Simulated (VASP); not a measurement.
# Pr2F (P6/mmm) in VASP: a series of runs

Runs on Pr2F. Level: PBE. Tasks: single point, relaxation of cell and atoms.

All numbers are computed with VASP 6.6.1; they aren't measurements. Logs are shortened: lines on timing, memory, paths and dates and some standing lists are left out, and cuts for length are marked.

**1. The cell of the first run**

The structure is hexagonal, space group P6/mmm (No. 191). The conventional cell has a = 4.857 Å, b = 4.857 Å, c = 3.389 Å, α = 90.00°, β = 90.00°, γ = 120.00°. Pr (site symmetry -6m2) has 3 F at 2.80 Å and 5 Pr at 2.80 to 3.39 Å within 3.7 Å. F (site symmetry 6/mmm) has 6 Pr at 2.80 Å and 2 F at 3.39 Å within 3.7 Å.

The cell was generated, and may not be a known phase.

**2. Single point, PBE**

INCAR reads:

```
  PREC = Accurate
  ENCUT = 600
  EDIFF = 1E-6
  ISMEAR = 0
  SIGMA = 0.1
  LREAL = F
  LASPH = T
  NELM = 200
  ALGO = Normal
  ISIF = 2
  LWAVE = F
  LCHARG = T
  GGA = PE
  LELF = T
  LVHAR = T
  NBANDS = 22
  GGA_COMPAT = F
  LMAXMIX = 6
```

KPOINTS reads:

```
regular mesh
0
Gamma
  6 6 6
```

POSCAR reads:

```
Pr2F
1.0
    4.8572332300      0.0000000000      0.0000000000
   -2.4286166100      4.2064873700      0.0000000000
    0.0000000000      0.0000000000      3.3890420500
Pr F
2 1
Direct
    0.3333333300      0.6666666700      0.5000000000
    0.6666666700      0.3333333300      0.5000000000
    0.0000000000      0.0000000000      0.5000000000
```

Potentials or basis: VASP PAW PBE potentials, release 64 (Pr_3, F), 4f in core.

Command:

```bash
cat potpaw_PBE.64/Pr_3/POTCAR potpaw_PBE.64/F/POTCAR > POTCAR
mpirun -np 1 vasp_std > vasp.out
```

OUTCAR:

```text
PREC = Accurate
   ENCUT = 600
   EDIFF = 1E-6
   ISMEAR = 0
   LREAL = F
   LASPH = T
   NELM = 200
   ISIF = 2
   GGA = PE

 ion  position               nearest neighbor table
   1  0.333  0.667  0.500-   3 2.80   2 2.80   2 2.80   3 2.80   3 2.80   2 2.80
   2  0.667  0.333  0.500-   3 2.80   1 2.80   1 2.80   3 2.80   3 2.80   1 2.80
   3  0.000  0.000  0.500-   1 2.80   2 2.80   1 2.80   2 2.80   2 2.80   1 2.80

  LATTYP: Found a hexagonal cell.
 ALAT       =     4.8572332300
 C/A-ratio  =     0.6977309694

  Lattice vectors:

 A1 = (   4.8572332300,   0.0000000000,   0.0000000000)
 A2 = (  -2.4286166100,   4.2064873700,   0.0000000000)
 A3 = (   0.0000000000,   0.0000000000,   3.3890420500)

Analysis of symmetry for initial positions (statically):
=====================================================================
 Subroutine PRICEL returns:
 Original cell was already a primitive cell.

 Routine SETGRP: Setting up the symmetry group for a
 hexagonal supercell.

 Subroutine GETGRP returns: Found 24 space group operations
 (whereof 24 operations were pure point group operations)
 out of a pool of 24 trial point group operations.

The static configuration has the point symmetry D_6h.

Analysis of symmetry for dynamics (positions and initial velocities):
=====================================================================
 Subroutine PRICEL returns:
 Original cell was already a primitive cell.

 Routine SETGRP: Setting up the symmetry group for a
 hexagonal supercell.

 Subroutine GETGRP returns: Found 24 space group operations
 (whereof 24 operations were pure point group operations)
 out of a pool of 24 trial point group operations.

The dynamic configuration has the point symmetry D_6h.

 Subroutine INISYM returns: Found 24 space group operations
 (whereof 24 operations are pure point group operations),
 and found     1 'primitive' translations

----------------------------------------------------------------------------------------

                                     Primitive cell

  volume of cell :      69.2445

  direct lattice vectors                    reciprocal lattice vectors
     4.857233230  0.000000000  0.000000000     0.205878522  0.118864020  0.000000000
    -2.428616610  4.206487370  0.000000000     0.000000000  0.237728041  0.000000000
     0.000000000  0.000000000  3.389042050     0.000000000  0.000000000  0.295068632

[... 75 lines left out ...]
 SYSTEM =  unknown system
   PREC   = accura    normal or accurate (medium, high low for compatibility)
   ISTART =      0    job   : 0-new  1-cont  2-samecut
   ICHARG =      2    charge: 1-file 2-atom 10-const
   ISPIN  =      1    spin polarized calculation?
   LNONCOLLINEAR =      F non collinear calculations
   LSORBIT =      F    spin-orbit coupling
   LASPH  =      T    aspherical Exc in radial PAW
   ENCUT  =  600.0 eV  44.10 Ry    6.64 a.u.   9.70  9.70  6.77*2*pi/ulx,y,z
   NELM   =    200;   NELMIN=  2; NELMDL= -5     # of ELM steps
   EDIFF  = 0.1E-05   stopping-criterion for ELM
   LREAL  =      F    real-space projection
[... 7 lines left out ...]
   TEBEG  =    0.0;   TEEND  =   0.0 temperature during run
   PSTRESS=    0.0 pullay stress
   NELECT =      29.0000    total number of electrons
   NUPDOWN=      -1.0000    fix difference up-down
   EMIN   =  10.00;   EMAX   =-10.00  energy-range for DOS
   EFERMI =   0.00;   METHOD = LEGACY
   ISMEAR =     0;   SIGMA  =   0.10  broadening in eV -4-tet -1-fermi 0-gaus
   EFERMI_NEDOS =   21; number of points for ismear=-14 and -15
   IALGO  =     38    algorithm
   IMIX   =      4    mixing-type and parameters
     AMIX     =   0.40;   BMIX     =  1.00
     AMIX_MAG =   1.60;   BMIX_MAG =  1.00
  volume/ion in A,a.u.               =      23.08       155.76
  Fermi-wavevector in a.u.,A,eV,Ry     =   1.224839  2.314610 20.411875  1.500231
  Thomas-Fermi vector in A             =   2.359899
   LORBIT       =      0    0 simple, 1 ext, 2 COOP (PROOUT), +10 PAW based schemes
   GGA     = PE    functional components
   LHFCALC =     F    Hartree Fock is set to
   AEXX    =    0.0000 exact exchange contribution
   IVDW    =     0    specifies the selected vdW correction
   LEPSILON=     F    determine dielectric tensor
   LRPA    =     F    only Hartree local field effects (RPA)
 non-spin polarized calculation
 Gauss-broadening in eV      SIGMA  =   0.10
  energy-cutoff  :      600.00
  volume of cell :       69.24
 maximum number of plane-waves:      2328
 NGX is ok and might be reduce to    40
   NGX = 19   NGY = 19   NGZ = 13

 number of electron      28.9999993 magnetization

 Free energy of the ion-electron system (eV)
  ---------------------------------------------------
  ext. energy  EPLUGINS =         0.00000000
  ---------------------------------------------------
  free energy    TOTEN  =       -12.28279941 eV

  energy without entropy =      -12.26030402  energy(sigma->0) =      -12.27155172

 E-fermi :   4.4896     XC(G=0): -10.1757

 val. band max:        4.4291317647   @ k =   0.3333   0.3333   0.3333
 cond. band min:       4.4980595536   @ k =   0.1667   0.1667   0.1667
 fundamental gap:      0.0689277889
 Fermi energy:         4.4895534444

 k-point     1 :       0.0000    0.0000    0.0000
  band No.  band energies     occupation
      1     -32.9431      2.00000
      2     -31.7277      2.00000
      3     -19.9065      2.00000
      4     -16.1131      2.00000
      5     -16.1131      2.00000
      6     -13.9567      2.00000
[... 589 lines left out ...]
     21       9.9898      0.00000
     22      10.3239      0.00000

 [... further k-points ...]

------------------------ aborting loop because EDIFF is reached ----------------------------------------

  FORCE on cell =-STRESS in cart. coord.  units (eV):
  Direction    XX          YY          ZZ          XY          YZ          ZX
  --------------------------------------------------------------------------------------
  -------------------------------------------------------------------------------------
  Total        4.0497120      4.0497120      0.2563533      0.0000000      0.0000000      0.0000000
  in kB       93.7020773     93.7020773      5.9314930      0.0000001      0.0000000      0.0000000
  external PRESSURE =      64.4452159 kB  Pullay stress =       0.0000000 kB

 VOLUME and BASIS-vectors are now :
 -----------------------------------------------------------------------------
  energy-cutoff  :      600.00
  volume of cell :       69.24
      direct lattice vectors                 reciprocal lattice vectors
     4.857233230  0.000000000  0.000000000     0.205878522  0.118864020  0.000000000
    -2.428616610  4.206487370  0.000000000     0.000000000  0.237728041  0.000000000
     0.000000000  0.000000000  3.389042050     0.000000000  0.000000000  0.295068632

 POSITION                                       TOTAL-FORCE (eV/Angst)
 -----------------------------------------------------------------------------------
     -0.00000      2.80432      1.69452         0.000000      0.000000      0.000000
      2.42862      1.40216      1.69452        -0.000000      0.000000      0.000000
      0.00000      0.00000      1.69452         0.000000      0.000000      0.000000
 -----------------------------------------------------------------------------------
    total drift:                                0.000000     -0.000000      0.000000

  FREE ENERGIE OF THE ION-ELECTRON SYSTEM (eV)
  ---------------------------------------------------
  free  energy   TOTEN  =       -12.2827994134 eV

  energy  without entropy=      -12.2603040235  energy(sigma->0) =      -12.27155172
```

OSZICAR:

```text
N       E                     dE             d eps       ncg     rms          rms(c)
DAV:   1     0.249003279929E+03    0.24900E+03   -0.15728E+04  1240   0.137E+03
DAV:   2     0.296196779368E+01   -0.24604E+03   -0.23734E+03  1484   0.336E+02
DAV:   3    -0.123032607724E+02   -0.15265E+02   -0.14903E+02  1968   0.758E+01
DAV:   4    -0.128738440041E+02   -0.57058E+00   -0.56730E+00  1644   0.120E+01
DAV:   5    -0.128807748574E+02   -0.69309E-02   -0.69290E-02  1658   0.126E+00    0.946E+00
DAV:   6    -0.124262030338E+02    0.45457E+00   -0.18612E+00  1376   0.742E+00    0.537E+00
DAV:   7    -0.123178122589E+02    0.10839E+00   -0.36532E-01  1614   0.377E+00    0.251E+00
DAV:   8    -0.122811738705E+02    0.36638E-01   -0.11214E-01  1770   0.229E+00    0.311E-01
DAV:   9    -0.122826652938E+02   -0.14914E-02   -0.44317E-03  1626   0.454E-01    0.101E-01
DAV:  10    -0.122828058585E+02   -0.14056E-03   -0.34589E-04  1866   0.102E-01    0.145E-02
DAV:  11    -0.122827999014E+02    0.59572E-05   -0.19395E-05  1562   0.254E-02    0.425E-03
DAV:  12    -0.122827994134E+02    0.48796E-06   -0.20663E-06  1276   0.759E-03
   1 F= -.12282799E+02 E0= -.12271552E+02  d E =-.224954E-01
```

Run time: 23 s. Hardware: 1 thread of AMD EPYC 9R45 (Zen 5), shared host; peak memory 0.19 GiB.

Results:

* Free energy: -12.2828 eV
* Pressure: 6.4 GPa
* Band gap on the k mesh: zero (an odd number of electrons rules out a gap without spin polarisation)

Stress tensor (GPa, compression positive):
```
9.37 0.00 0.00
0.00 9.37 0.00
0.00 0.00 0.59
```

Caveat: the stress differs along the axes, from 1 to 9 GPa; spin-orbit coupling is left out, which moves the levels of the heavy elements; the 4f electrons are frozen in the core, so they carry no moment and show no levels; the run has no spin polarisation, though such a crystal can be magnetic.

**3. Single point, PBE**

This run uses another cell than the first one, of 26.40 Å³/atom.

INCAR reads:

```
SYSTEM = Pr2F
PREC = Accurate
ENCUT = 600
EDIFF = 1E-6
ISMEAR = 0
SIGMA = 0.1
LREAL = .False.
LASPH = .True.
NELM = 200
ALGO = Normal
ISIF = 2
LWAVE = .False.
LCHARG = .False.
GGA = PE
NBANDS = 22
GGA_COMPAT = .False.
LMAXMIX = 6
```

KPOINTS reads:

```
regular mesh
0
Gamma
  6 6 6
  0 0 0
```

POSCAR reads:

```
Pr2F
1.0
    5.2028906117     -0.0000000031      0.0000000000
   -2.6014453032      4.5058354444      0.0000000000
    0.0000000000      0.0000000000      3.3789221658
Pr F
2 1
Direct
    0.3333333333      0.6666666667      0.5000000000
    0.6666666667      0.3333333333      0.5000000000
    0.0000000000      0.0000000000      0.5000000000
```

Potentials or basis: VASP PAW PBE potentials, release 64 (Pr_3, F), 4f in core.

Command:

```bash
cat potpaw_PBE.64/Pr_3/POTCAR potpaw_PBE.64/F/POTCAR > POTCAR
mpirun -np 1 vasp_std > vasp.out
```

OUTCAR:

```text
SYSTEM = Pr2F
   PREC = Accurate
   ENCUT = 600
   EDIFF = 1E-6
   ISMEAR = 0
   LREAL = .False.
   LASPH = .True.
   NELM = 200
   ISIF = 2
   GGA = PE

 ion  position               nearest neighbor table
   1  0.333  0.667  0.500-   2 3.00   2 3.00   2 3.00
   2  0.667  0.333  0.500-   1 3.00   1 3.00   1 3.00
   3  0.000  0.000  0.500-

  LATTYP: Found a hexagonal cell.
 ALAT       =     5.2028906117
 C/A-ratio  =     0.6494317136

  Lattice vectors:

 A1 = (   5.2028906117,  -0.0000000031,   0.0000000000)
 A2 = (  -2.6014453032,   4.5058354444,   0.0000000000)
 A3 = (   0.0000000000,   0.0000000000,   3.3789221658)

Analysis of symmetry for initial positions (statically):
=====================================================================
 Subroutine PRICEL returns:
 Original cell was already a primitive cell.

 Routine SETGRP: Setting up the symmetry group for a
 hexagonal supercell.

 Subroutine GETGRP returns: Found 24 space group operations
 (whereof 24 operations were pure point group operations)
 out of a pool of 24 trial point group operations.
[... 162 lines left out ...]
  free energy    TOTEN  =       -12.54274425 eV

  energy without entropy =      -12.52510982  energy(sigma->0) =      -12.53392704

 E-fermi :   3.4969     XC(G=0):  -9.5864

 val. band max:        3.4718118034   @ k =   0.1667   0.1667   0.1667
 cond. band min:       3.5223770920   @ k =   0.3333   0.0000   0.3333
 fundamental gap:      0.0505652887
 Fermi energy:         3.4969098719

 k-point     1 :       0.0000    0.0000    0.0000
  band No.  band energies     occupation
      1     -33.6863      2.00000
      2     -33.0404      2.00000
      3     -19.8273      2.00000
      4     -16.5068      2.00000
      5     -16.5068      2.00000
      6     -14.8110      2.00000
[... 589 lines left out ...]
     21       8.1953      0.00000
     22       8.2689      0.00000

 [... further k-points ...]

------------------------ aborting loop because EDIFF is reached ----------------------------------------

  FORCE on cell =-STRESS in cart. coord.  units (eV):
  Direction    XX          YY          ZZ          XY          YZ          ZX
  --------------------------------------------------------------------------------------
  -------------------------------------------------------------------------------------
  Total       -0.0616392     -0.0616392     -0.0342155      0.0000000     -0.0000000      0.0000000
  in kB       -1.2467212     -1.2467212     -0.6920471      0.0000000     -0.0000000      0.0000000
  external PRESSURE =      -1.0618298 kB  Pullay stress =       0.0000000 kB

 VOLUME and BASIS-vectors are now :
 -----------------------------------------------------------------------------
  energy-cutoff  :      600.00
  volume of cell :       79.21
      direct lattice vectors                 reciprocal lattice vectors
     5.202890612 -0.000000003  0.000000000     0.192200850  0.110967213  0.000000000
    -2.601445303  4.505835444  0.000000000     0.000000000  0.221934425  0.000000000
     0.000000000  0.000000000  3.378922166     0.000000000  0.000000000  0.295952363

 POSITION                                       TOTAL-FORCE (eV/Angst)
 -----------------------------------------------------------------------------------
      0.00000      3.00389      1.68946         0.000000     -0.000000     -0.000000
      2.60145      1.50195      1.68946        -0.000000      0.000000      0.000000
      0.00000      0.00000      1.68946        -0.000000     -0.000000     -0.000000
 -----------------------------------------------------------------------------------
    total drift:                               -0.000000      0.000000     -0.000000

  FREE ENERGIE OF THE ION-ELECTRON SYSTEM (eV)
  ---------------------------------------------------
  free  energy   TOTEN  =       -12.5427442514 eV

  energy  without entropy=      -12.5251098235  energy(sigma->0) =      -12.53392704
```

OSZICAR:

```text
N       E                     dE             d eps       ncg     rms          rms(c)
DAV:   1     0.248241045992E+03    0.24824E+03   -0.15303E+04  1232   0.135E+03
DAV:   2     0.379427284411E+01   -0.24445E+03   -0.23619E+03  1472   0.328E+02
DAV:   3    -0.124279404205E+02   -0.16222E+02   -0.15586E+02  1982   0.756E+01
DAV:   4    -0.131198161997E+02   -0.69188E+00   -0.68836E+00  1678   0.125E+01
DAV:   5    -0.131306087939E+02   -0.10793E-01   -0.10791E-01  1684   0.156E+00    0.781E+00
DAV:   6    -0.126479158240E+02    0.48269E+00   -0.31474E+00  1352   0.821E+00    0.449E+00
DAV:   7    -0.125666399585E+02    0.81276E-01   -0.48096E-01  1430   0.373E+00    0.226E+00
DAV:   8    -0.125410866771E+02    0.25553E-01   -0.10695E-01  1974   0.213E+00    0.303E-01
DAV:   9    -0.125423755938E+02   -0.12889E-02   -0.43940E-03  1604   0.420E-01    0.119E-01
DAV:  10    -0.125427508306E+02   -0.37524E-03   -0.74686E-04  1474   0.162E-01    0.192E-02
DAV:  11    -0.125427470843E+02    0.37464E-05   -0.45777E-05  1600   0.387E-02    0.103E-02
DAV:  12    -0.125427466718E+02    0.41249E-06   -0.21513E-05  1434   0.221E-02    0.863E-03
DAV:  13    -0.125427443088E+02    0.23630E-05   -0.68243E-06  1458   0.137E-02    0.804E-04
DAV:  14    -0.125427442514E+02    0.57409E-07   -0.12399E-07   802   0.236E-03
   1 F= -.12542744E+02 E0= -.12533927E+02  d E =-.176344E-01
```

stdout:

```text
POSCAR found type information on POSCAR PrF
 POSCAR found :  2 types and       3 ions
 scaLAPACK will be used
 LDA part: xc-table for (Slater+PW92), standard interpolation
 POSCAR, INCAR and KPOINTS ok, starting setup
 FFT: planning ... GRIDC
 FFT: planning ... GRID_SOFT
 FFT: planning ... GRID
 WAVECAR not read
 entering main loop
```

Run time: 30 s. Hardware: 1 thread of AMD EPYC 9R45 (Zen 5), shared host; peak memory 0.21 GiB.

What came out:

| Item | Value |
| --- | --- |
| Free energy | -12.5427 eV |
| Pressure | -0.1 GPa |
| Band gap on the k mesh | zero (an odd number of electrons rules out a gap without spin polarisation) |

Caveat: spin-orbit coupling is left out, which moves the levels of the heavy elements; the 4f electrons are frozen in the core, so they carry no moment and show no levels; the run has no spin polarisation, though such a crystal can be magnetic.

**4. Relaxation of cell and atoms, PBE**

INCAR reads:

```
SYSTEM = Pr2F
PREC = Accurate
ENCUT = 600
EDIFF = 1E-7
ISMEAR = 0
SIGMA = 0.1
LREAL = .False.
LASPH = .True.
NELM = 200
ALGO = Normal
ISIF = 3
LWAVE = .False.
LCHARG = .False.
GGA = PE
IBRION = 2
NSW = 90
EDIFFG = -0.04
GGA_COMPAT = .False.
NELMIN = 4
LMAXMIX = 6
```

KPOINTS reads:

```
Automatic mesh
0
Gamma
  6 6 6
  0 0 0
```

POSCAR reads:

```
Pr2F
1.0
    4.8572332300      0.0000000000      0.0000000000
   -2.4286166100      4.2064873700      0.0000000000
    0.0000000000      0.0000000000      3.3890420500
Pr F
2 1
Direct
    0.3333333300      0.6666666700      0.5000000000
    0.6666666700      0.3333333300      0.5000000000
    0.0000000000      0.0000000000      0.5000000000
```

Command:

```bash
cat potpaw_PBE.64/Pr_3/POTCAR potpaw_PBE.64/F/POTCAR > POTCAR
mpirun -np 1 vasp_std > vasp.out
```

It took 1.7 min on 1 thread of AMD EPYC 9R45 (Zen 5), shared host; peak memory 0.19 GiB.

Results (log left out):

- Free energy: -12.5371 eV
- Relaxed volume: 26.38 Å³/atom
- Relaxed cell: a = 5.200 Å, b = 5.200 Å, c = 3.379 Å, α = 90.00°, β = 90.00°, γ = 120.00°
- Space group after relaxing (to 0.1 Å): P6/mmm (No. 191)
- Energy gained by relaxing: 84.8 meV/atom
- Ionic steps: 5
- Pressure after relaxing: 0.0 GPa
- Band gap on the k mesh: zero (an odd number of electrons rules out a gap without spin polarisation)

Step by step:
```
step  energy change (eV)  largest force (eV/Å)  pressure (GPa)  volume (Å³)
   1              0.0000                0.0000            6.44        69.24
   2             -0.2515                0.0000            0.05        78.87
   3             -0.2525                0.0000           -0.38        79.86
   4             -0.2526                0.0000           -0.28        79.62
   5             -0.2543                0.0000           -0.05        79.15
```

Final structure:
```
CELL_PARAMETERS angstrom
5.20038 0.00000 0.00000
-2.60019 4.50366 0.00000
0.00000 0.00000 3.37945
ATOMIC_POSITIONS crystal
Pr 0.33333 0.66667 0.50000
Pr 0.66667 0.33333 0.50000
F 0.00000 0.00000 0.50000
```

Levels at points of the mesh, in eV from the Fermi level:
| k point | band 12 | band 13 | band 14 | band 15 | band 16 | band 17 | band 18 |
| --- | --- | --- | --- | --- | --- | --- | --- |
| (0.00, 0.00, 0.00) | -4.20 | -2.58 | -0.64 | 0.58 | 1.79 | 1.79 | 2.22 |
| (0.50, 0.00, 0.00) | -4.24 | -1.52 | -1.10 | -0.69 | 0.07 | 1.10 | 2.12 |
| (0.00, 0.00, 0.50) | -4.89 | -1.48 | -1.48 | 0.30 | 1.66 | 1.66 | 2.50 |
| (0.50, 0.00, 0.50) | -5.05 | -2.00 | -1.04 | -0.34 | 0.52 | 0.65 | 1.91 |

Caveat: spin-orbit coupling is left out, which moves the levels of the heavy elements; the 4f electrons are frozen in the core, so they carry no moment and show no levels; the run has no spin polarisation, though such a crystal can be magnetic.

(Part 1 of 2 ends here.)

The gap in the log of VASP goes by the Fermi energy; the results here count the filled bands.